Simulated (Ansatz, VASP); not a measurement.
## InSb: VASP beside Ansatz

```
In Sb
1.0
     5.32105    0.00000    0.00000
     0.00000    5.67366    0.00000
     0.00000    0.00000    3.04244
In Sb
2 2
Direct
  0.00000 0.00000 0.00000
  0.50000 0.50000 0.00000
  0.50000 0.00000 0.83500
  0.00000 0.50000 0.16500
```

Change from the starting cell: volume scaled by 0.98, crystal datasets.

Alike in both runs: task electric field gradients; functional PBE; k mesh 6 × 6 × 11; occupations fermi-dirac, width 0.08 eV; no spin polarisation.

```csv
,VASP,Ansatz
version,VASP 6.6.1,Ansatz 0.2.0
potentials or method,"VASP PAW PBE potentials, release 64 (In_d, Sb), cutoff 520 eV","all-electron PAW with datasets made for the crystal, scalar-relativistic"
```

```tsv
	VASP	Ansatz	Ansatz less VASP
pressure (GPa)	20.4	20.4	-0.01
traceless stress, the component that is largest in VASP (GPa)	13.02	13.05	+0.030
rms of the force components (eV/Å)	0.354	0.354	+0.0002
size of Vzz on the site where it differs most (V/Å²)	83.6	74.0	-9.60
```

Atom by atom the forces differ by 0.001 eV/Å (rms over components). Ansatz ran all-electron here, and VASP with PAW potentials.

Neither program's run includes spin-orbit coupling.
